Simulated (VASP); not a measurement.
# W (Im-3m) in VASP: a series of runs, part 3 of 3

VASP 6.6.1.

## Step 5: Single point, PBEsol (equal strain along all axes, cell held: +3.0 %)

Contents of INCAR:

```
SYSTEM = W
ALGO = Fast ; EDIFF = 1E-7
ENCUT = 520 ; GGA = PS
ISIF = 2 ; ISMEAR = 0
LASPH = .TRUE. ; LCHARG = .FALSE.
LREAL = .FALSE. ; LWAVE = .FALSE.
NBANDS = 21 ; NELM = 60
PREC = Accurate ; SIGMA = 0.1
```

Contents of KPOINTS:

```
k-points
0
G
  16 16 16
  0 0 0
```

Contents of POSCAR:

```
W
1.0
    3.2489578145      0.0000000000      0.0000000000
    0.0000000000      3.2489578145      0.0000000000
    0.0000000000      0.0000000000      3.2489578145
W
2
Direct
    0.0000000000      0.0000000000      0.0000000000
    0.5000000000      0.5000000000      0.5000000000
```

Potentials or basis: VASP PAW PBE potentials, release 64 (W_sv).

Started as:

```bash
$ cat potpaw_PBE.64/W_sv/POTCAR > POTCAR
$ mpirun -np 1 vasp_std > vasp.out
```

OUTCAR:

```text
SYSTEM = W
   EDIFF = 1E-7
   ENCUT = 520
   GGA = PS
   ISIF = 2
   ISMEAR = 0
   LASPH = .TRUE.
   LREAL = .FALSE.
   NELM = 60
   PREC = Accurate

 ion  position               nearest neighbor table
   1  0.000  0.000  0.000-   2 2.81   2 2.81   2 2.81   2 2.81   2 2.81   2 2.81   2 2.81   2 2.81

   2  0.500  0.500  0.500-   1 2.81   1 2.81   1 2.81   1 2.81   1 2.81   1 2.81   1 2.81   1 2.81

  LATTYP: Found a simple cubic cell.
 ALAT       =     3.2489578145

  Lattice vectors:

 A1 = (   3.2489578145,   0.0000000000,   0.0000000000)
 A2 = (   0.0000000000,   3.2489578145,   0.0000000000)
 A3 = (   0.0000000000,   0.0000000000,   3.2489578145)

Analysis of symmetry for initial positions (statically):
=====================================================================
 Subroutine PRICEL returns following result:

  LATTYP: Found a body centered cubic cell.
 ALAT       =     3.2489578145

  Lattice vectors:

 A1 = (   1.6244789073,   1.6244789073,  -1.6244789072)
 A2 = (  -1.6244789073,   1.6244789072,   1.6244789072)
 A3 = (   1.6244789073,  -1.6244789072,   1.6244789073)

   2 primitive cells build up your supercell.

 Routine SETGRP: Setting up the symmetry group for a
 simple cubic supercell.

 Subroutine GETGRP returns: Found 48 space group operations
 (whereof 48 operations were pure point group operations)
 out of a pool of 48 trial point group operations.

The static configuration has the point symmetry O_h .

Analysis of symmetry for dynamics (positions and initial velocities):
=====================================================================
 Subroutine PRICEL returns following result:

  LATTYP: Found a body centered cubic cell.
 ALAT       =     3.2489578145

  Lattice vectors:

 A1 = (   1.6244789073,   1.6244789073,  -1.6244789072)
[... 117 lines left out ...]
   ISYM   =      2    0-nonsym 1-usesym 2-fastsym
   POTIM  = 0.5000    time-step for ionic-motion
   TEBEG  =    0.0;   TEEND  =   0.0 temperature during run
   PSTRESS=    0.0 pullay stress
   NELECT =      28.0000    total number of electrons
   NUPDOWN=      -1.0000    fix difference up-down
   EMIN   =  10.00;   EMAX   =-10.00  energy-range for DOS
   EFERMI =   0.00;   METHOD = LEGACY
   ISMEAR =     0;   SIGMA  =   0.10  broadening in eV -4-tet -1-fermi 0-gaus
   EFERMI_NEDOS =   21; number of points for ismear=-14 and -15
   IALGO  =     68    algorithm
   IMIX   =      4    mixing-type and parameters
     AMIX     =   0.40;   BMIX     =  1.00
     AMIX_MAG =   1.60;   BMIX_MAG =  1.00
  volume/ion in A,a.u.               =      17.15       115.72
  Fermi-wavevector in a.u.,A,eV,Ry     =   1.530089  2.891449 31.853595  2.341173
  Thomas-Fermi vector in A             =   2.637620
   LORBIT       =      0    0 simple, 1 ext, 2 COOP (PROOUT), +10 PAW based schemes
   GGA     = PS    functional components
   LHFCALC =     F    Hartree Fock is set to
   AEXX    =    0.0000 exact exchange contribution
   IVDW    =     0    specifies the selected vdW correction
   LEPSILON=     F    determine dielectric tensor
   LRPA    =     F    only Hartree local field effects (RPA)
 non-spin polarized calculation
 RMM-DIIS sequential band-by-band and
 Gauss-broadening in eV      SIGMA  =   0.10
  energy-cutoff  :      520.00
  volume of cell :       34.30
 maximum number of plane-waves:       943
   NGX = 13   NGY = 13   NGZ = 13

 number of electron      28.0000000 magnetization

 Free energy of the ion-electron system (eV)
  ---------------------------------------------------
  ext. energy  EPLUGINS =         0.00000000
  ---------------------------------------------------
  free energy    TOTEN  =       -27.38492249 eV

  energy without entropy =      -27.37769411  energy(sigma->0) =      -27.38130830

 E-fermi :  10.1925     XC(G=0): -13.3217

 val. band max:       10.1902378385   @ k =   0.5000   0.4375   0.0625
 cond. band min:      10.2039485350   @ k =   0.4375   0.1250   0.0625
 fundamental gap:      0.0137106966
 Fermi energy:        10.1924971092

 k-point     1 :       0.0000    0.0000    0.0000
  band No.  band energies     occupation
      1     -64.0901      2.00000
      2     -63.9242      2.00000
      3     -28.4522      2.00000
      4     -28.4522      2.00000
      5     -28.4522      2.00000
      6     -27.7478      2.00000
[... 565 lines left out ...]
     20      13.3363      0.00000
     21      23.2703      0.00000

 [... further k-points ...]
[... 5 lines left out ...]
  --------------------------------------------------------------------------------------
  -------------------------------------------------------------------------------------
  Total       -5.0205197     -5.0205197     -5.0205197      0.0000000      0.0000000      0.0000000
  in kB     -234.5454633   -234.5454633   -234.5454633      0.0000000      0.0000000      0.0000000
  external PRESSURE =    -234.5454633 kB  Pullay stress =       0.0000000 kB

 VOLUME and BASIS-vectors are now :
 -----------------------------------------------------------------------------
  energy-cutoff  :      520.00
  volume of cell :       34.30
      direct lattice vectors                 reciprocal lattice vectors
     3.248957815  0.000000000  0.000000000     0.307791008  0.000000000  0.000000000
     0.000000000  3.248957815  0.000000000     0.000000000  0.307791008  0.000000000
     0.000000000  0.000000000  3.248957815     0.000000000  0.000000000  0.307791008

 POSITION                                       TOTAL-FORCE (eV/Angst)
 -----------------------------------------------------------------------------------
      0.00000      0.00000      0.00000         0.000000      0.000000      0.000000
      1.62448      1.62448      1.62448        -0.000000     -0.000000     -0.000000
 -----------------------------------------------------------------------------------
    total drift:                                0.000000      0.000000     -0.000000

  FREE ENERGIE OF THE ION-ELECTRON SYSTEM (eV)
  ---------------------------------------------------
  free  energy   TOTEN  =       -27.3849224933 eV

  energy  without entropy=      -27.3776941138  energy(sigma->0) =      -27.38130830
```

OSZICAR:

```text
N       E                     dE             d eps       ncg     rms          rms(c)
DAV:   1     0.268830612251E+03    0.26883E+03   -0.15800E+04  6946   0.153E+03
DAV:   2    -0.198073682664E+02   -0.28864E+03   -0.28073E+03  7589   0.452E+02
DAV:   3    -0.288369006856E+02   -0.90295E+01   -0.88528E+01  7897   0.786E+01
DAV:   4    -0.289268327968E+02   -0.89932E-01   -0.89851E-01  7535   0.834E+00
DAV:   5    -0.289277581497E+02   -0.92535E-03   -0.92534E-03  7837   0.885E-01    0.265E+01
RMM:   6    -0.276883031369E+02    0.12395E+01   -0.15188E+00  7199   0.923E+00    0.101E+01
RMM:   7    -0.273916148282E+02    0.29669E+00   -0.10958E+00  7517   0.734E+00    0.137E+00
RMM:   8    -0.273849988201E+02    0.66160E-02   -0.42456E-02  8387   0.156E+00    0.276E-01
RMM:   9    -0.273848296099E+02    0.16921E-03   -0.84838E-03  8276   0.727E-01    0.681E-02
RMM:  10    -0.273849076560E+02   -0.78046E-04   -0.89097E-04  8949   0.291E-01    0.124E-02
RMM:  11    -0.273849182971E+02   -0.10641E-04   -0.22182E-04  8674   0.141E-01    0.817E-03
RMM:  12    -0.273849221232E+02   -0.38260E-05   -0.41438E-05  8966   0.650E-02    0.618E-03
RMM:  13    -0.273849221231E+02    0.40018E-10   -0.13369E-05  8220   0.346E-02    0.240E-03
RMM:  14    -0.273849224522E+02   -0.32906E-06   -0.12251E-06  7579   0.104E-02    0.136E-03
RMM:  15    -0.273849224933E+02   -0.41082E-07   -0.25462E-07  5692   0.498E-03
   1 F= -.27384922E+02 E0= -.27381308E+02  d E =-.722838E-02
```

stdout:

```text
POSCAR found type information on POSCAR W
 POSCAR found :  1 types and       2 ions
 scaLAPACK will be used
 -----------------------------------------------------------------------------
|                                                                             |
|                                                                             |
|     You enforced a specific xc type in the INCAR file but a different       |
|     I HOPE YOU KNOW WHAT YOU ARE DOING!                                     |
|                                                                             |
 -----------------------------------------------------------------------------

 LDA part: xc-table for (Slater+PW92), standard interpolation
 POSCAR, INCAR and KPOINTS ok, starting setup
 FFT: planning ... GRIDC
 FFT: planning ... GRID_SOFT
 FFT: planning ... GRID
 WAVECAR not read
 entering main loop
WARNING in EDDRMM: call to ZHEGV failed, returncode =   8  4     20
WARNING in EDDRMM: call to ZHEGV failed, returncode =   8  4     17
WARNING in EDDRMM: call to ZHEGV failed, returncode =   8  4     20
 num prob  num prob WARNING in EDDRMM: call to ZHEGV failed, returncode =   8  4     18
WARNING in EDDRMM: call to ZHEGV failed, returncode =   8  4     20
```

Run time: 52 s. Hardware: 1 thread of AMD EPYC 9R45 (Zen 5), shared host; peak memory 0.17 GiB.

Results:

- Free energy: -27.3849 eV
- Pressure: -23.5 GPa
- Band gap on the k mesh: zero (band 14 reaches 10.64 eV, above the bottom of band 15 at 9.69 eV)

Levels at points of the mesh, in eV from the Fermi level:
| k point | band 12 | band 13 | band 14 | band 15 | band 16 | band 17 |
| --- | --- | --- | --- | --- | --- | --- |
| (0.00, 0.00, 0.00) | -1.13 | -1.13 | -1.13 | 2.03 | 2.03 | 4.61 |
| (0.50, 0.00, 0.00) | -2.49 | -0.50 | -0.50 | -0.50 | -0.50 | 1.23 |
| (0.50, 0.50, 0.00) | -3.23 | 0.44 | 0.44 | 1.88 | 1.88 | 2.77 |
| (0.50, 0.50, 0.50) | -2.79 | -2.79 | -2.79 | 2.91 | 2.91 | 2.91 |

Caveat: the cell differs from its parent crystal (equal strain along all axes, cell held: +3.0 %); the PAW data sets were made with another functional, which shifts forces and pressure a little; spin-orbit coupling is left out, which moves the levels of the heavy elements.

## Step 6: Summary

| cell | gap on the mesh (eV) | pressure (GPa) |
| --- | --- | --- |
| a = 3.154 Å, 2 atoms | none | 0.6 |
| a = 3.186 Å, 2 atoms | none | -8.6 |
| a = 3.217 Å, 2 atoms | none | -16.5 |
| a = 3.249 Å, 2 atoms | none | -23.5 |

Alike in all rows: task single point; level PBEsol; potentials or basis VASP PAW PBE potentials, release 64 (W_sv); no spin polarisation; k mesh 16 × 16 × 16; cutoff (eV) 520; smearing gaussian 0.1 eV.

Caveats: the PAW data sets were made with another functional, which shifts forces and pressure a little; spin-orbit coupling is left out, which moves the levels of the heavy elements.

Absolute energies hang on the potentials; compare differences alone.
